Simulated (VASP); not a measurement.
# Lu3HfBe4 (Im-3m) in VASP: further runs, part 2 of 2

VASP 6.6.1.

### Step 3. Relaxation of cell and atoms, PBE

This run uses another cell than the first one, of 16.82 Å³/atom.

INCAR reads:

```
ALGO = Normal
EDIFF = 1E-7
EDIFFG = -0.08
ENCUT = 600
GGA = PE
IBRION = 2
ISIF = 3
ISMEAR = 0
LASPH = True
LCHARG = False
LREAL = False
LWAVE = False
NELM = 80
NSW = 36
PREC = Accurate
SIGMA = 0.2
```

KPOINTS reads:

```
k-points
0
Gamma
  4 4 4
```

POSCAR reads:

```
Lu3HfBe4
1.0
   -3.2281876300      3.2281876300      3.2281876300
    3.2281876300     -3.2281876300      3.2281876300
    3.2281876300      3.2281876300     -3.2281876300
Lu Hf Be
3 1 4
Direct
    0.0000000000      0.5000000000      0.5000000000
    0.5000000000      0.0000000000      0.5000000000
    0.5000000000      0.5000000000      0.0000000000
    0.0000000000      0.0000000000      0.0000000000
    0.5000000000      0.5000000000      0.5000000000
    0.0000000000      0.0000000000      0.5000000000
    0.0000000000      0.5000000000      0.0000000000
    0.5000000000      0.0000000000      0.0000000000
```

Potentials or basis: VASP PAW PBE potentials, release 64 (Lu, Hf_pv, Be).

Command:

```sh
cat potpaw_PBE.64/Lu/POTCAR potpaw_PBE.64/Hf_pv/POTCAR potpaw_PBE.64/Be/POTCAR > POTCAR
mpirun -np 1 vasp_std > vasp.out
```

OUTCAR:

```text
EDIFF = 1E-7
   EDIFFG = -0.08
   ENCUT = 600
   GGA = PE
   IBRION = 2
   ISIF = 3
   ISMEAR = 0
   LASPH = True
   LREAL = False
   NELM = 80
   NSW = 36
   PREC = Accurate

 ion  position               nearest neighbor table
   1  0.000  0.500  0.500-   5 2.80   6 2.80   7 2.80   8 2.80   7 2.80   6 2.80   5 2.80   8 2.80
                             4 3.23   4 3.23   2 3.23   3 3.23   2 3.23   3 3.23
   2  0.500  0.000  0.500-   5 2.80   6 2.80   7 2.80   8 2.80   8 2.80   5 2.80   6 2.80   7 2.80
                             4 3.23   3 3.23   1 3.23   4 3.23   1 3.23   3 3.23
   3  0.500  0.500  0.000-   5 2.80   6 2.80   7 2.80   8 2.80   5 2.80   8 2.80   7 2.80   6 2.80
                             4 3.23   2 3.23   1 3.23   1 3.23   4 3.23   2 3.23
   4  0.000  0.000  0.000-   5 2.80   6 2.80   7 2.80   8 2.80   6 2.80   7 2.80   8 2.80   5 2.80
                             3 3.23   1 3.23   1 3.23   2 3.23   3 3.23   2 3.23
   5  0.500  0.500  0.500-   1 2.80   2 2.80   3 2.80   4 2.80   3 2.80   2 2.80   1 2.80   4 2.80

   6  0.000  0.000  0.500-   1 2.80   2 2.80   3 2.80   4 2.80   4 2.80   1 2.80   2 2.80   3 2.80

   7  0.000  0.500  0.000-   1 2.80   2 2.80   3 2.80   4 2.80   1 2.80   4 2.80   3 2.80   2 2.80

   8  0.500  0.000  0.000-   1 2.80   2 2.80   3 2.80   4 2.80   2 2.80   3 2.80   4 2.80   1 2.80

  LATTYP: Found a body centered cubic cell.
 ALAT       =     6.4563752600

  Lattice vectors:

 A1 = (  -3.2281876300,   3.2281876300,   3.2281876300)
 A2 = (   3.2281876300,  -3.2281876300,   3.2281876300)
 A3 = (   3.2281876300,   3.2281876300,  -3.2281876300)

Analysis of symmetry for initial positions (statically):
=====================================================================
 Subroutine PRICEL returns:
 Original cell was already a primitive cell.

 Routine SETGRP: Setting up the symmetry group for a
 body centered cubic supercell.

 Subroutine GETGRP returns: Found 48 space group operations
 (whereof 48 operations were pure point group operations)
 out of a pool of 48 trial point group operations.

The static configuration has the point symmetry O_h .

Analysis of symmetry for dynamics (positions and initial velocities):
=====================================================================
 Subroutine PRICEL returns:
 Original cell was already a primitive cell.
[... 118 lines left out ...]
   ISMEAR =     0;   SIGMA  =   0.20  broadening in eV -4-tet -1-fermi 0-gaus
   EFERMI_NEDOS =   21; number of points for ismear=-14 and -15
   IALGO  =     38    algorithm
   IMIX   =      4    mixing-type and parameters
     AMIX     =   0.40;   BMIX     =  1.00
     AMIX_MAG =   1.60;   BMIX_MAG =  1.00
  volume/ion in A,a.u.               =      16.82       113.51
  Fermi-wavevector in a.u.,A,eV,Ry     =   1.447406  2.735201 28.503991  2.094984
  Thomas-Fermi vector in A             =   2.565365
   LORBIT       =      0    0 simple, 1 ext, 2 COOP (PROOUT), +10 PAW based schemes
   GGA     = PE    functional components
   LHFCALC =     F    Hartree Fock is set to
   AEXX    =    0.0000 exact exchange contribution
   IVDW    =     0    specifies the selected vdW correction
   LEPSILON=     F    determine dielectric tensor
   LRPA    =     F    only Hartree local field effects (RPA)
 conjugate gradient relaxation of ions
 non-spin polarized calculation
 Gauss-broadening in eV      SIGMA  =   0.20
  energy-cutoff  :      600.00
  volume of cell :      134.57
 maximum number of plane-waves:      4537
 NGX is ok and might be reduce to    48
   NGX = 23   NGY = 23   NGZ = 23

--------------------------------------- Ionic step        1  -------------------------------------------

 number of electron      93.0000008 magnetization

 Free energy of the ion-electron system (eV)
  ---------------------------------------------------
  ext. energy  EPLUGINS =         0.00000000
  ---------------------------------------------------
  free energy    TOTEN  =       -38.07781514 eV

  energy without entropy =      -37.93459166  energy(sigma->0) =      -38.00620340

------------------------ aborting loop because EDIFF is reached ----------------------------------------

  FORCE on cell =-STRESS in cart. coord.  units (eV):
  Direction    XX          YY          ZZ          XY          YZ          ZX
  --------------------------------------------------------------------------------------
  -------------------------------------------------------------------------------------
  Total        2.4159097      2.4159097      2.4159097      0.0000000      0.0000000     -0.0000000
  in kB       28.7643777     28.7643777     28.7643777      0.0000000      0.0000000     -0.0000000
  external PRESSURE =      28.7643777 kB  Pullay stress =       0.0000000 kB
[... 71 lines left out ...]
--------------------------------------- Ionic step        3  -------------------------------------------

 number of electron      93.0000030 magnetization

 Free energy of the ion-electron system (eV)
  ---------------------------------------------------
  ext. energy  EPLUGINS =         0.00000000
  ---------------------------------------------------
  free energy    TOTEN  =       -38.11804707 eV

  energy without entropy =      -37.97957153  energy(sigma->0) =      -38.04880930

 E-fermi :   3.3426     XC(G=0): -10.9129

 val. band max:        3.3390678732   @ k =   0.0000   0.0000   0.0000
 cond. band min:       3.5257472726   @ k =   0.2500   0.2500   0.0000
 fundamental gap:      0.1866793994
 Fermi energy:         3.3425982509

 k-point     1 :       0.0000    0.0000    0.0000
  band No.  band energies     occupation
      1     -52.2506      2.00000
      2     -52.2183      2.00000
      3     -52.2183      2.00000
      4     -27.3130      2.00000
      5     -27.3130      2.00000
      6     -27.3130      2.00000
[... 488 lines left out ...]
  FREE ENERGIE OF THE ION-ELECTRON SYSTEM (eV)
  ---------------------------------------------------
  free  energy   TOTEN  =       -38.1180470673 eV

  energy  without entropy=      -37.9795715340  energy(sigma->0) =      -38.04880930

 reached required accuracy - stopping structural energy minimisation
```

OSZICAR:

```text
N       E                     dE             d eps       ncg     rms          rms(c)
DAV:   1     0.104581499170E+04    0.10458E+04   -0.34082E+04  1311   0.551E+03
DAV:   2     0.132349016043E+03   -0.91347E+03   -0.86882E+03  1224   0.112E+03
DAV:   3    -0.181008938893E+02   -0.15045E+03   -0.14563E+03   965   0.273E+02
[... 43 lines left out ...]
DAV:   6    -0.381152914043E+02   -0.42849E-02   -0.27390E-03  1516   0.284E-01    0.132E-01
DAV:   7    -0.381178363614E+02   -0.25450E-02   -0.53184E-03  1561   0.329E-01    0.452E-02
DAV:   8    -0.381180346411E+02   -0.19828E-03   -0.60276E-04  1539   0.159E-01    0.221E-02
DAV:   9    -0.381180457467E+02   -0.11106E-04   -0.15930E-04  1338   0.487E-02    0.701E-03
DAV:  10    -0.381180470013E+02   -0.12546E-05   -0.98492E-06  1331   0.124E-02    0.554E-03
DAV:  11    -0.381180470673E+02   -0.66037E-07   -0.51971E-07   974   0.593E-03
   3 F= -.38118047E+02 E0= -.38048809E+02  d E =-.402319E-01
```

Run time: 4.9 min. Hardware: 1 thread of Oxide Virtual Turin-like, shared host; peak memory 0.34 GiB.

Results:

- Free energy: -38.1180 eV
- Relaxed volume: 17.39 Å³/atom
- Relaxed cell: a = 5.654 Å, b = 5.654 Å, c = 5.654 Å, α = 109.47°, β = 109.47°, γ = 109.47°
- Space group after relaxing (to 0.1 Å): Im-3m (No. 229)
- Energy gained by relaxing: 5.0 meV/atom
- Ionic steps: 3
- Pressure after relaxing: 0.1 GPa
- Band gap on the k mesh: zero (an odd number of electrons rules out a gap without spin polarisation)

The path:
| step | energy change (eV) | largest force (eV/Å) | pressure (GPa) | volume (Å³) |
| --- | --- | --- | --- | --- |
| 1 | 0.0000 | 0.0000 | 2.88 | 134.57 |
| 2 | -0.0368 | 0.0000 | -0.80 | 140.53 |
| 3 | -0.0402 | 0.0000 | 0.05 | 139.14 |

Final structure:
```cif
data_structure
_symmetry_space_group_name_H-M 'P 1'
_symmetry_Int_Tables_number 1
_cell_length_a 5.6541
_cell_length_b 5.6541
_cell_length_c 5.6541
_cell_angle_alpha 109.471
_cell_angle_beta 109.471
_cell_angle_gamma 109.471
_cell_volume 139.14
loop_
_atom_site_label
_atom_site_type_symbol
_atom_site_fract_x
_atom_site_fract_y
_atom_site_fract_z
_atom_site_occupancy
Lu1 Lu 0.00000 0.50000 0.50000 1
Lu2 Lu 0.50000 0.00000 0.50000 1
Lu3 Lu 0.50000 0.50000 0.00000 1
Hf1 Hf 0.00000 0.00000 0.00000 1
Be1 Be 0.50000 0.50000 0.50000 1
Be2 Be 0.00000 0.00000 0.50000 1
Be3 Be 0.00000 0.50000 0.00000 1
Be4 Be 0.50000 0.00000 0.00000 1
```

Caveat: spin-orbit coupling is left out, which moves the levels of the heavy elements.

The gap in the log of VASP goes by the Fermi energy; the results here count the filled bands.